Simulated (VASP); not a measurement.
A run of VASP 6.6.1 is set up as follows.

The input POSCAR:

```
CdF2
1.0
    0.0000000000      2.6940000000      2.6940000000
    2.6940000000      0.0000000000      2.6940000000
    2.6940000000      2.6940000000      0.0000000000
Cd F
1 2
Direct
   -0.0556792873      0.0556792873     -0.0556792873
    0.2500000000      0.2500000000      0.2500000000
    0.7500000000      0.7500000000      0.7500000000
```

File INCAR.step1:

```
SYSTEM = CdF2
PREC     = Accurate       ! precision mode
ENCUT    = 770            ! plane-wave cutoff, eV
ISMEAR   = 0              ! smearing method
SIGMA    = 0.05           ! smearing width, eV
LREAL    = .FALSE.        ! projectors in reciprocal space
LASPH    = .TRUE.         ! aspherical terms in the spheres
NELM     = 120            ! most SCF steps
NBANDS   = 24             ! bands
GGA      = PE             ! functional
ALGO     = Normal         ! electronic algorithm
EDIFF    = 1E-5           ! SCF threshold, eV
LWAVE    = .TRUE.         ! write WAVECAR
LCHARG   = .FALSE.        ! write CHGCAR
GGA_COMPAT= .FALSE.
```

INCAR.step2

```
SYSTEM = CdF2
PREC     = Accurate       ! precision mode
ENCUT    = 770            ! plane-wave cutoff, eV
EDIFF    = 1E-6           ! SCF threshold, eV
ISMEAR   = 0              ! smearing method
SIGMA    = 0.05           ! smearing width, eV
LREAL    = .FALSE.        ! projectors in reciprocal space
LASPH    = .TRUE.         ! aspherical terms in the spheres
NELM     = 120            ! most SCF steps
ALGO     = Normal         ! electronic algorithm
ISIF     = 2              ! what is computed and relaxed
LWAVE    = .FALSE.        ! write WAVECAR
LCHARG   = .FALSE.        ! write CHGCAR
METAGGA  = R2SCAN         ! meta-GGA
LMIXTAU  = .TRUE.       
NBANDS   = 24             ! bands
ISTART   = 1            
GGA_COMPAT= .FALSE.
```

File KPOINTS:

```
Automatic mesh
0
G
  8 8 8
  0 0 0
```

Potentials or basis: VASP PAW PBE potentials, release 64 (Cd_sv_GW, F).

Command:

```console
$ cat potpaw_PBE.64/Cd_sv_GW/POTCAR potpaw_PBE.64/F/POTCAR > POTCAR
$ cp INCAR.step1 INCAR
$ mpirun -np 1 vasp_std > vasp.out
$ cp INCAR.step2 INCAR
$ mpirun -np 1 vasp_std > vasp.out
```

Task: What does it give for the largest force?

Result: 1.589 eV/Å.

Task: Predict the pressure.

Result: 4.6 GPa.

Task: Estimate the band gap on the k mesh.

Result: 3.68 eV (least direct gap 4.30 eV).

Forces in eV/Å, atoms in the order of the input:
```
Cd   0.000  1.589  0.000
F    0.000 -0.794  0.000
F    0.000 -0.794  0.000
```

Caveat: the cell differs from its parent crystal (atom 1 (Cd) moved by (-0.300, +0.000) A along y and z); the cell stands under pressure; the PAW data sets were made with another functional, which shifts forces and pressure a little. A k mesh can miss the band edges.
